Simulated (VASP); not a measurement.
# CoO (P1) in VASP: single point with PBE

Aim: the single point of CoO with PBE.

Everything below comes from runs of VASP 6.6.1. Logs are shortened: lines on timing, memory, paths and dates and some standing lists are left out, and cuts for length are marked.

## Step 1: The cell of the first run

The typed cell holds 2 atoms: a = 2.973 Å, b = 2.728 Å, c = 3.012 Å, α = 63.67°, β = 59.55°, γ = 59.55°.

## Step 2: Single point, PBE, collinear spin, ferromagnetic start (atoms moved at random and the cell strained at random)

INCAR reads:

```
SYSTEM = CoO
  ALGO = Normal
  EDIFF = 1E-6
  ENCUT = 520
  GGA = PE
  ISIF = 2
  ISMEAR = 0
  ISPIN = 2
  LASPH = .TRUE.
  LCHARG = .FALSE.
  LMAXMIX = 4
  LORBIT = 11
  LREAL = .FALSE.
  LWAVE = .FALSE.
  MAGMOM = 2.7 0.34
  NBANDS = 18
  NELM = 150
  PREC = Accurate
  SIGMA = 0.15
```

KPOINTS reads:

```
k-points
0
G
  12 12 12
  0 0 0
```

POSCAR reads:

```
CoO
1.0
    1.5331760847      0.8086657528      2.4151398068
   -1.3004755783      0.8448713379      2.2446346784
    0.1477052096     -1.8208138901      2.3948189397
Co O
1 1
Direct
   -0.0412206068     -0.0126078461      0.1104696439
    0.5412206068      0.5126078461      0.3895303561
```

Potentials or basis: VASP PAW PBE potentials, release 64 (Co, O).

Launch:

```sh
cat potpaw_PBE.64/Co/POTCAR potpaw_PBE.64/O/POTCAR > POTCAR
mpirun -np 1 vasp_std > vasp.out
```

OUTCAR:

```text
SYSTEM = CoO
   EDIFF = 1E-6
   ENCUT = 520
   GGA = PE
   ISIF = 2
   ISMEAR = 0
   ISPIN = 2
   LASPH = .TRUE.
   LORBIT = 11
   LREAL = .FALSE.
   NELM = 150
   PREC = Accurate

 ion  position               nearest neighbor table
   1  0.959  0.987  0.110-   2 1.58   2 1.88   2 1.90   2 2.39   2 2.41   2 2.55
   2  0.541  0.513  0.390-   1 1.58   1 1.88   1 1.90   1 2.39   1 2.41   1 2.55

  Warning from LATTYP: Got some problem with cell dimensions!
  Tried to take original basis but could not verify dimensions!
  LATTYP: Found a triclinic cell.
 ALAT       =     4.7084305221
 B/A-ratio  =     1.0462163779
 C/A-ratio  =     1.3585701706
 COS(alpha) =     0.0098752868
 COS(beta)  =     0.5815007407
 COS(gamma) =     0.8105805472

  Lattice vectors:

 A1 = (   4.1341272413,  -0.8810769230,  -2.0741295500)
 A2 = (   2.7486563662,  -3.5105565659,  -2.0944504171)
 A3 = (   4.0714173285,   4.4140879479,  -2.2039929442)

Analysis of symmetry for initial positions (statically):
=====================================================================
 Subroutine PRICEL returns:
 Original cell was already a primitive cell.

 Routine SETGRP: Setting up the symmetry group for a
 triclinic supercell.

 Subroutine GETGRP returns: Found  1 space group operations
 (whereof  1 operations were pure point group operations)
 out of a pool of  2 trial point group operations.

The static configuration has the point symmetry C_1 .

Analysis of symmetry for dynamics (positions and initial velocities):
=====================================================================
 Subroutine PRICEL returns:
 Original cell was already a primitive cell.

 Routine SETGRP: Setting up the symmetry group for a
 triclinic supercell.

 Subroutine GETGRP returns: Found  1 space group operations
 (whereof  1 operations were pure point group operations)
 out of a pool of  2 trial point group operations.

The dynamic configuration has the point symmetry C_1 .

Analysis of structural, dynamic, and magnetic symmetry:
=====================================================================
 Subroutine PRICEL returns:
 Original cell was already a primitive cell.

 Routine SETGRP: Setting up the symmetry group for a
 triclinic supercell.

 Subroutine GETGRP returns: Found  1 space group operations
 (whereof  1 operations were pure point group operations)
 out of a pool of  2 trial point group operations.

The overall configuration has the point symmetry C_1 .

 Subroutine INISYM returns: Found  1 space group operations
 (whereof  1 operations are pure point group operations),
 and found     1 'primitive' translations

----------------------------------------------------------------------------------------

                                     Primitive cell

  volume of cell :      17.5724

  direct lattice vectors                    reciprocal lattice vectors
     1.533176085  0.808665753  2.415139807     0.347726146  0.196100234  0.127651014
    -1.300475578  0.844871338  2.244634678    -0.360459326  0.188645502  0.165661823
     0.147705210 -1.820813890  2.394818940    -0.012822578 -0.374579348  0.133561113

  length of vectors
     2.972788168  2.728264860  3.012032172     0.419122364  0.439274277  0.397885256

  position of ions in fractional coordinates (direct lattice)
     0.958779393  0.987392154  0.110469644
     0.541220607  0.512607846  0.389530356

  ion indices of the primitive-cell ions
   primitive index   ion index
                 1           1
                 2           2

----------------------------------------------------------------------------------------

 KPOINTS: k-points

Automatic generation of k-mesh.
 Grid dimensions read from file:
 generate k-points for:   12   12   12

 Generating k-lattice:

  Cartesian coordinates                     Fractional coordinates (reciprocal lattice)
     0.028977179  0.016341686  0.010637585     0.083333333  0.000000000  0.000000000
    -0.030038277  0.015720458  0.013805152     0.000000000  0.083333333  0.000000000
    -0.001068548 -0.031214946  0.011130093     0.000000000  0.000000000  0.083333333

  Length of vectors
     0.034926864  0.036606190  0.033157105

  Shift w.r.t. Gamma in fractional coordinates (k-lattice)
     0.000000000  0.000000000  0.000000000

 Subroutine IBZKPT returns following result:
 ===========================================

 Found    868 irreducible k-points:

 Following reciprocal coordinates:
            Coordinates               Weight
  0.000000  0.000000  0.000000      1.000000
  0.083333 -0.000000 -0.000000      2.000000
  0.166667  0.000000  0.000000      2.000000
  0.250000  0.000000  0.000000      2.000000
  0.333333  0.000000  0.000000      2.000000
  0.416667 -0.000000  0.000000      2.000000
[... 16 lines left out ...]
  0.250000  0.166667  0.000000      2.000000
  0.333333  0.166667  0.000000      2.000000
 [... further k-points ...]
   k-points           NKPTS =    868   k-points in BZ     NKDIM =    868   number of bands    NBANDS=     18
   number of dos      NEDOS =    301   number of ions     NIONS =      2
   total plane-waves  NPLWV =  11520
   dimension x,y,z NGX =    24 NGY =   20 NGZ =   24
   dimension x,y,z NGXF=    48 NGYF=   40 NGZF=   48
   ions per type =               1   1
   NGX,Y,Z   is equivalent  to a cutoff of  13.42, 12.19, 13.25 a.u.
   NGXF,Y,Z  is equivalent  to a cutoff of  26.84, 24.37, 26.49 a.u.
 SYSTEM =  CoO
   PREC   = accura    normal or accurate (medium, high low for compatibility)
   ISTART =      0    job   : 0-new  1-cont  2-samecut
   ICHARG =      2    charge: 1-file 2-atom 10-const
   ISPIN  =      2    spin polarized calculation?
   LNONCOLLINEAR =      F non collinear calculations
   LSORBIT =      F    spin-orbit coupling
   LASPH  =      T    aspherical Exc in radial PAW
   ENCUT  =  520.0 eV  38.22 Ry    6.18 a.u.   5.53  5.07  5.60*2*pi/ulx,y,z
   NELM   =    150;   NELMIN=  2; NELMDL= -5     # of ELM steps
   EDIFF  = 0.1E-05   stopping-criterion for ELM
   LREAL  =      F    real-space projection
   EDIFFG = 0.1E-04   stopping-criterion for IOM
   NSW    =      0    number of steps for IOM
   IBRION =     -1    ionic relax: 0-MD 1-quasi-New 2-CG
   NFREE  =      0    steps in history (QN), initial steepest desc. (CG)
   ISIF   =      2    stress and relaxation
   ISYM   =      2    0-nonsym 1-usesym 2-fastsym
   POTIM  = 0.5000    time-step for ionic-motion
   TEBEG  =    0.0;   TEEND  =   0.0 temperature during run
   PSTRESS=    0.0 pullay stress
   NELECT =      15.0000    total number of electrons
   NUPDOWN=      -1.0000    fix difference up-down
   EMIN   =  10.00;   EMAX   =-10.00  energy-range for DOS
   EFERMI =   0.00;   METHOD = LEGACY
   ISMEAR =     0;   SIGMA  =   0.15  broadening in eV -4-tet -1-fermi 0-gaus
   EFERMI_NEDOS =   21; number of points for ismear=-14 and -15
   IALGO  =     38    algorithm
   IMIX   =      4    mixing-type and parameters
     AMIX     =   0.40;   BMIX     =  1.00
     AMIX_MAG =   1.60;   BMIX_MAG =  1.00
  volume/ion in A,a.u.               =       8.79        59.29
  Fermi-wavevector in a.u.,A,eV,Ry     =   1.552965  2.934679 32.813183  2.411701
  Thomas-Fermi vector in A             =   2.657264
   LORBIT       =     11    0 simple, 1 ext, 2 COOP (PROOUT), +10 PAW based schemes
   GGA     = PE    functional components
   LHFCALC =     F    Hartree Fock is set to
   AEXX    =    0.0000 exact exchange contribution
   IVDW    =     0    specifies the selected vdW correction
   LEPSILON=     F    determine dielectric tensor
   LRPA    =     F    only Hartree local field effects (RPA)
 spin polarized calculation
 Gauss-broadening in eV      SIGMA  =   0.15
  energy-cutoff  :      520.00
  volume of cell :       17.57
 maximum number of plane-waves:       488
 NGX is ok and might be reduce to    24
   NGX = 11   NGY = 11   NGZ = 11

 number of electron      15.0000000 magnetization       0.0009883

 Free energy of the ion-electron system (eV)
  ---------------------------------------------------
  ext. energy  EPLUGINS =         0.00000000
  ---------------------------------------------------
  free energy    TOTEN  =       -11.91567266 eV

  energy without entropy =      -11.89752441  energy(sigma->0) =      -11.90659854

 E-fermi :   9.5448     XC(G=0): -12.8572

 val. band max:        9.5437641498   @ k =  -0.4167  -0.1667   0.0833
 cond. band min:       9.5449096876   @ k =  -0.4167  -0.1667   0.0833
 fundamental gap:      0.0011455378
 Fermi energy:         9.5447516751

 spin component 1

 k-point     1 :       0.0000    0.0000    0.0000
  band No.  band energies     occupation
      1     -12.6332      1.00000
      2       2.4374      1.00000
      3       2.7918      1.00000
      4       3.3762      1.00000
      5       7.6633      1.00000
      6       7.9925      1.00000
[... 10 lines left out ...]
     17      33.7160      0.00000
     18      36.0872      0.00000
[... 463 lines left out ...]
 k-point    24 :       0.3333    0.1667    0.0000
  band No.  band energies     occupation
      1     -11.8614      1.00000
      2       0.9980      1.00000
      3       2.4915      1.00000
      4       3.2410      1.00000
      5       7.2948      1.00000
      6       8.2244      1.00000
[... 10 lines left out ...]
     17      39.2344      0.00000
     18      40.1395      0.00000

 [... further k-points ...]

 spin component 2

 k-point     1 :       0.0000    0.0000    0.0000
  band No.  band energies     occupation
      1     -12.6331      1.00000
      2       2.4378      1.00000
      3       2.7922      1.00000
      4       3.3764      1.00000
      5       7.6640      1.00000
      6       7.9935      1.00000
[... 10 lines left out ...]
     17      33.7163      0.00000
     18      36.0875      0.00000
[... 463 lines left out ...]
 k-point    24 :       0.3333    0.1667    0.0000
  band No.  band energies     occupation
      1     -11.8613      1.00000
      2       0.9982      1.00000
      3       2.4918      1.00000
      4       3.2413      1.00000
      5       7.2955      1.00000
      6       8.2252      1.00000
[... 10 lines left out ...]
     17      39.2346      0.00000
     18      40.1398      0.00000

 [... further k-points ...]
[... 5 lines left out ...]
  --------------------------------------------------------------------------------------
  -------------------------------------------------------------------------------------
  Total        8.0925209      2.9877533      4.4498732      1.9628033     -1.8339446     -4.1265698
  in kB      737.8427826    272.4110571    405.7211396    178.9603380   -167.2115276   -376.2436637
  external PRESSURE =     471.9916598 kB  Pullay stress =       0.0000000 kB

 VOLUME and BASIS-vectors are now :
 -----------------------------------------------------------------------------
  energy-cutoff  :      520.00
  volume of cell :       17.57
      direct lattice vectors                 reciprocal lattice vectors
     1.533176085  0.808665753  2.415139807     0.347726146  0.196100234  0.127651014
    -1.300475578  0.844871338  2.244634678    -0.360459326  0.188645502  0.165661823
     0.147705210 -1.820813890  2.394818940    -0.012822578 -0.374579348  0.133561113

 POSITION                                       TOTAL-FORCE (eV/Angst)
 -----------------------------------------------------------------------------------
      0.20222      1.40841      4.79648         5.473468      1.837074     -3.275685
      0.22069      0.16149      3.39060        -5.473468     -1.837074      3.275685
 -----------------------------------------------------------------------------------
    total drift:                                0.000144     -0.000283     -0.000020

  FREE ENERGIE OF THE ION-ELECTRON SYSTEM (eV)
  ---------------------------------------------------
  free  energy   TOTEN  =       -11.9156726641 eV

  energy  without entropy=      -11.8975244120  energy(sigma->0) =      -11.90659854

 total charge

# of ion       s       p       d       tot
------------------------------------------
    1        0.449   0.601   7.606   8.656
    2        1.589   3.466   0.000   5.055
--------------------------------------------------
tot          2.038   4.067   7.606  13.712

 magnetization (x)

# of ion       s       p       d       tot
------------------------------------------
    1        0.000   0.000   0.001   0.001
    2        0.000   0.000   0.000   0.000
--------------------------------------------------
tot          0.000   0.000   0.001   0.001
```

Run time: 15 min. Hardware: 1 thread of Intel Xeon 8259CL, shared host; peak memory 0.5 GiB.

What came out:

```yaml
Free_energy: -11.9157 eV
Pressure: 47.2 GPa
Largest_force: 6.638 eV/Å
Net_moment: 0.00 μB per cell
Valence_electrons_inside_the_program's_atomic_spheres: Co 8.66; O 5.05
```

Forces in eV/Å, atoms in the order of the input:
```
Co   5.473  1.837 -3.276
O   -5.473 -1.837  3.276
```

Caveat: the cell differs from its parent crystal (atoms moved at random and the cell strained at random); the cell stands under pressure; semilocal functionals often make such compounds metallic where correlation or magnetic order opens a gap, which also shifts bond lengths; forces of over 1 eV/Å act on the atoms, so gaps and moduli don't describe the material at rest.
